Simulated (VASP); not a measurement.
# AgCl (R-3m) in VASP: a series of runs, part 2 of 2

VASP 6.6.1.

## Step 4: Single point, PBEsol

This run uses another cell than the first one, of 19.47 Å³/atom, 1.145 times its volume.

Input file INCAR:

```
ALGO     = Normal         # electronic algorithm
EDIFF    = 1E-6           # SCF threshold, eV
ENCUT    = 520            # plane-wave cutoff, eV
GGA      = PS             # functional
ISIF     = 2              # what is computed and relaxed
ISMEAR   = 0              # smearing method
LASPH    = T              # aspherical terms in the spheres
LCHARG   = F              # write CHGCAR
LREAL    = F              # projectors in reciprocal space
LWAVE    = F              # write WAVECAR
NBANDS   = 16             # bands
NELM     = 80             # most SCF steps
PREC     = Accurate       # precision mode
SIGMA    = 0.05           # smearing width, eV
```

Input file KPOINTS:

```
k-points
0
Gamma
  12 12 12
```

Input file POSCAR:

```
AgCl
1.0
    3.3917994902      0.0918486322      0.0918486322
    0.0918486322      3.3917994902      0.0918486322
    0.0918486322      0.0918486322      3.3917994902
Ag Cl
1 1
Direct
    0.0000000000      0.0000000000      0.0000000000
    0.5000000000      0.5000000000      0.5000000000
```

Potentials or basis: VASP PAW PBE potentials, release 64 (Ag, Cl).

The run is started by

```sh
> cat potpaw_PBE.64/Ag/POTCAR potpaw_PBE.64/Cl/POTCAR > POTCAR
> mpirun -np 1 vasp_std > vasp.out
```

OUTCAR:

```text
EDIFF = 1E-6
   ENCUT = 520
   GGA = PS
   ISIF = 2
   ISMEAR = 0
   LASPH = T
   LREAL = F
   NELM = 80
   PREC = Accurate

 ion  position               nearest neighbor table
   1  0.000  0.000  0.000-   2 2.89   2 2.89   2 2.89   2 2.89   2 2.89   2 2.89   2 3.10   2 3.10

   2  0.500  0.500  0.500-   1 2.89   1 2.89   1 2.89   1 2.89   1 2.89   1 2.89   1 3.10   1 3.10

  LATTYP: Found a trigonal (rhomboedric) cell.
 ALAT       =     3.3942858047
 COS(alpha) =     0.0548121522

  Lattice vectors:

 A1 = (   3.3917994902,   0.0918486322,   0.0918486322)
 A2 = (   0.0918486322,   3.3917994902,   0.0918486322)
 A3 = (   0.0918486322,   0.0918486322,   3.3917994902)

Analysis of symmetry for initial positions (statically):
=====================================================================
 Subroutine PRICEL returns:
 Original cell was already a primitive cell.

 Routine SETGRP: Setting up the symmetry group for a
 trigonal (rhombohedral) supercell.

 Subroutine GETGRP returns: Found 12 space group operations
 (whereof 12 operations were pure point group operations)
 out of a pool of 12 trial point group operations.

The static configuration has the point symmetry D_3d.

Analysis of symmetry for dynamics (positions and initial velocities):
=====================================================================
 Subroutine PRICEL returns:
 Original cell was already a primitive cell.

 Routine SETGRP: Setting up the symmetry group for a
 trigonal (rhombohedral) supercell.

 Subroutine GETGRP returns: Found 12 space group operations
 (whereof 12 operations were pure point group operations)
 out of a pool of 12 trial point group operations.

The dynamic configuration has the point symmetry D_3d.

 Subroutine INISYM returns: Found 12 space group operations
 (whereof 12 operations are pure point group operations),
 and found     1 'primitive' translations

[... 105 lines left out ...]
   NELECT =      18.0000    total number of electrons
   NUPDOWN=      -1.0000    fix difference up-down
   EMIN   =  10.00;   EMAX   =-10.00  energy-range for DOS
   EFERMI =   0.00;   METHOD = LEGACY
   ISMEAR =     0;   SIGMA  =   0.05  broadening in eV -4-tet -1-fermi 0-gaus
   EFERMI_NEDOS =   21; number of points for ismear=-14 and -15
   IALGO  =     38    algorithm
   IMIX   =      4    mixing-type and parameters
     AMIX     =   0.40;   BMIX     =  1.00
     AMIX_MAG =   1.60;   BMIX_MAG =  1.00
  volume/ion in A,a.u.               =      19.47       131.38
  Fermi-wavevector in a.u.,A,eV,Ry     =   1.265849  2.392108 21.801616  1.602374
  Thomas-Fermi vector in A             =   2.399081
   LORBIT       =      0    0 simple, 1 ext, 2 COOP (PROOUT), +10 PAW based schemes
   GGA     = PS    functional components
   LHFCALC =     F    Hartree Fock is set to
   AEXX    =    0.0000 exact exchange contribution
   IVDW    =     0    specifies the selected vdW correction
   LEPSILON=     F    determine dielectric tensor
   LRPA    =     F    only Hartree local field effects (RPA)
 non-spin polarized calculation
 Gauss-broadening in eV      SIGMA  =   0.05
  energy-cutoff  :      520.00
  volume of cell :       38.94
 maximum number of plane-waves:      1069
 NGX is ok and might be reduce to    28
   NGX = 13   NGY = 13   NGZ = 13

 number of electron      17.9999996 magnetization

 Free energy of the ion-electron system (eV)
  ---------------------------------------------------
  ext. energy  EPLUGINS =         0.00000000
  ---------------------------------------------------
  free energy    TOTEN  =        -5.81633471 eV

  energy without entropy =       -5.81633470  energy(sigma->0) =       -5.81633470

 E-fermi :   4.6041     XC(G=0): -10.8222

 val. band max:        4.4483460461   @ k =   0.5000   0.0000   0.0000
 cond. band min:       4.7511706815   @ k =   0.0000   0.0000   0.0000
 fundamental gap:      0.3028246354
 Fermi energy:         4.6041354284

 k-point     1 :       0.0000    0.0000    0.0000
  band No.  band energies     occupation
      1     -10.5512      2.00000
      2       1.3686      2.00000
      3       1.3686      2.00000
      4       2.3604      2.00000
      5       2.3604      2.00000
      6       2.4358      2.00000
[... 433 lines left out ...]
      3       0.9443      2.00000
      4       1.4127      2.00000
      5       1.6812      2.00000
      6       2.3191      2.00000
[... 8 lines left out ...]
     15      19.0264      0.00000
     16      20.7514      0.00000

 [... further k-points ...]
[... 5 lines left out ...]
  --------------------------------------------------------------------------------------
  -------------------------------------------------------------------------------------
  Total       -0.6917721     -0.6917721     -0.6917721      0.1744102      0.1744102      0.1744102
  in kB      -28.4657290    -28.4657290    -28.4657290      7.1768039      7.1768039      7.1768039
  external PRESSURE =     -28.4657290 kB  Pullay stress =       0.0000000 kB

 VOLUME and BASIS-vectors are now :
 -----------------------------------------------------------------------------
  energy-cutoff  :      520.00
  volume of cell :       38.94
      direct lattice vectors                 reciprocal lattice vectors
     3.391799490  0.091848632  0.091848632     0.295250350 -0.007784466 -0.007784466
     0.091848632  3.391799490  0.091848632    -0.007784466  0.295250350 -0.007784466
     0.091848632  0.091848632  3.391799490    -0.007784466 -0.007784466  0.295250350

 POSITION                                       TOTAL-FORCE (eV/Angst)
 -----------------------------------------------------------------------------------
      0.00000      0.00000      0.00000        -0.000000      0.000000     -0.000000
      1.78775      1.78775      1.78775         0.000000     -0.000000      0.000000
 -----------------------------------------------------------------------------------
    total drift:                                0.000000      0.000000      0.000000

  FREE ENERGIE OF THE ION-ELECTRON SYSTEM (eV)
  ---------------------------------------------------
  free  energy   TOTEN  =        -5.8163347070 eV

  energy  without entropy=       -5.8163347011  energy(sigma->0) =       -5.81633470
```

stdout:

```text
POSCAR found type information on POSCAR AgCl
 POSCAR found :  2 types and       2 ions
 scaLAPACK will be used
 -----------------------------------------------------------------------------
|                                                                             |
|                                                                             |
|     You enforced a specific xc type in the INCAR file but a different       |
|     I HOPE YOU KNOW WHAT YOU ARE DOING!                                     |
|                                                                             |
 -----------------------------------------------------------------------------

 LDA part: xc-table for (Slater+PW92), standard interpolation
 POSCAR, INCAR and KPOINTS ok, starting setup
 FFT: planning ... GRIDC
 FFT: planning ... GRID_SOFT
 FFT: planning ... GRID
 WAVECAR not read
 entering main loop
```

Run time: 2.4 min. Hardware: 1 thread of Intel Xeon Platinum 8488C (Sapphire Rapids), shared host; peak memory 0.24 GiB.

Results:

```
Free energy            : -5.8163 eV
Pressure               : -2.8 GPa
Band gap on the k mesh : 0.30 eV, indirect (least direct gap 1.90 eV)
```

Levels at points of the mesh, in eV from the valence-band top:
| k point | band 7 | band 8 | band 9 | band 10 | band 11 | band 12 |
| --- | --- | --- | --- | --- | --- | --- |
| (0.00, 0.00, 0.00) | -1.94 | -1.94 | -1.60 | 0.30 | 9.13 | 9.13 |
| (0.50, 0.00, 0.00) | -1.63 | -0.30 | 0.00 | 4.55 | 5.51 | 8.74 |
| (0.50, 0.50, 0.00) | -2.30 | -1.72 | -1.17 | 2.50 | 8.50 | 9.10 |
| (0.50, 0.50, 0.50) | -0.59 | -0.20 | -0.20 | 3.92 | 4.59 | 4.59 |

Caveat: the PAW data sets were made with another functional, which shifts forces and pressure a little. A k mesh can miss the band edges.

## Step 5: Single point, PBEsol

This run uses another cell than the first one, of 19.96 Å³/atom, 1.174 times its volume.

Input file INCAR:

```
SYSTEM = AgCl
PREC = Accurate
ENCUT = 520
EDIFF = 1E-6
ISMEAR = 0
SIGMA = 0.05
LREAL = .False.
LASPH = .True.
NELM = 100
ALGO = Normal
ISIF = 2
LWAVE = .False.
LCHARG = .True.
GGA = PS
LELF = .True.
LVHAR = .True.
NBANDS = 16
```

Input file KPOINTS:

```
regular mesh
0
Gamma
  12 12 12
  0 0 0
```

Input file POSCAR:

```
AgCl
1.0
    3.4201920219      0.0926174911      0.0926174911
    0.0926174911      3.4201920219      0.0926174911
    0.0926174911      0.0926174911      3.4201920219
Ag Cl
1 1
Direct
    0.0000000000      0.0000000000      0.0000000000
    0.5000000000      0.5000000000      0.5000000000
```

The run is started by

```sh
> cat potpaw_PBE.64/Ag/POTCAR potpaw_PBE.64/Cl/POTCAR > POTCAR
> mpirun -np 1 vasp_std > vasp.out
```

Run time: 2.1 min. Hardware: 1 thread of Intel Xeon Platinum 8488C (Sapphire Rapids), shared host; peak memory 0.24 GiB.

Results (log left out):

```
Free energy            : -5.7958 eV
Pressure               : -4.0 GPa
Band gap on the k mesh : 0.30 eV, indirect (least direct gap 1.81 eV)
```

Stress tensor (GPa, compression positive):
```
-3.98  0.75  0.75
 0.75 -3.98  0.75
 0.75  0.75 -3.98
```

Levels at points of the mesh, in eV from the valence-band top:
```
           k point  band 5  band 6  band 7  band 8  band 9  band 10  band 11  band 12  band 13  band 14
(0.00, 0.00, 0.00)   -2.02   -1.95   -1.85   -1.85   -1.51     0.30     9.17     9.17    12.80    13.75
(0.50, 0.00, 0.00)   -2.77   -1.96   -1.58   -0.29    0.00     4.56     5.40     8.82     9.88     9.97
(0.50, 0.50, 0.00)   -2.33   -2.29   -2.23   -1.67   -1.11     2.52     8.41     9.00    10.23    13.37
(0.50, 0.50, 0.50)   -1.66   -1.66   -0.57   -0.20   -0.20     4.02     4.68     4.68     6.62    16.49
```

Caveat: the PAW data sets were made with another functional, which shifts forces and pressure a little.

## Step 6: Single point, PBEsol

This run uses another cell than the first one, of 19.96 Å³/atom, 1.174 times its volume.

Input file INCAR:

```
ALGO = Normal
EDIFF = 1E-7
ENCUT = 520
GGA = PS
ISIF = 2
ISMEAR = 0
LASPH = T
LCHARG = F
LREAL = F
LWAVE = F
NBANDS = 16
NELM = 80
PREC = Accurate
SIGMA = 0.05
```

Input file KPOINTS:

```
k-points
0
Gamma
  12 12 12
```

Input file POSCAR:

```
AgCl
1.0
    3.4201442518     -0.0900961708     -0.0900961708
   -0.0900961708      3.4201442518     -0.0900961708
   -0.0900961708     -0.0900961708      3.4201442518
Ag Cl
1 1
Direct
    0.0000000000      0.0000000000      0.0000000000
    0.5000000000      0.5000000000      0.5000000000
```

Potentials or basis: VASP PAW PBE potentials, release 64 (Ag, Cl).

The run is started by

```sh
> cat potpaw_PBE.64/Ag/POTCAR potpaw_PBE.64/Cl/POTCAR > POTCAR
> mpirun -np 1 vasp_std > vasp.out
```

Run time: 1.7 min. Hardware: 1 thread of AMD EPYC 7R43 (Zen 3), shared host; peak memory 0.21 GiB.

It converged, with:

```
Free energy            : -5.7958 eV
Pressure               : -3.9 GPa
Band gap on the k mesh : 0.28 eV, indirect (least direct gap 1.92 eV)
```

Stress tensor (GPa, compression positive):
```
-3.92 -0.74 -0.74
-0.74 -3.92 -0.74
-0.74 -0.74 -3.92
```

Levels at points of the mesh, in eV from the valence-band top:
```csv
k point,band 5,band 6,band 7,band 8,band 9,band 10,band 11,band 12,band 13,band 14
"(0.00, 0.00, 0.00)",-2.02,-1.99,-1.99,-1.63,-1.63,0.28,9.14,9.14,13.01,13.01
"(0.50, 0.00, 0.00)",-2.73,-1.98,-1.61,-0.35,0.00,4.53,5.39,8.85,9.64,10.13
"(0.50, 0.50, 0.00)",-2.38,-2.30,-2.26,-1.70,-1.13,2.50,8.39,8.95,10.24,13.33
"(0.50, 0.50, 0.50)",-1.68,-1.68,-0.46,-0.46,-0.11,4.19,4.19,4.94,6.62,16.83
```

Caveat: the PAW data sets were made with another functional, which shifts forces and pressure a little. A k mesh can miss the band edges.

## Step 7: Summary

| cell | gap on the mesh (eV) | pressure (GPa) |
| --- | --- | --- |
| a = 3.245 Å, angles 86.9°, 2 atoms | 0.38 | 6.9 |
| a = 3.394 Å, angles 93.0°, 2 atoms | 0.29 | -2.8 |
| a = 3.394 Å, angles 86.9°, 2 atoms | 0.30 | -2.8 |
| a = 3.423 Å, angles 86.9°, 2 atoms | 0.30 | -4.0 |
| a = 3.423 Å, angles 93.0°, 2 atoms | 0.28 | -3.9 |

Alike in all rows: task single point; level PBEsol; potentials or basis VASP PAW PBE potentials, release 64 (Ag, Cl); no spin polarisation; k mesh 12 × 12 × 12; cutoff (eV) 520; smearing gaussian 0.05 eV.

Caveats: the PAW data sets were made with another functional, which shifts forces and pressure a little.

Total energies depend on the potentials used, so only differences within one code and one set of settings carry meaning.
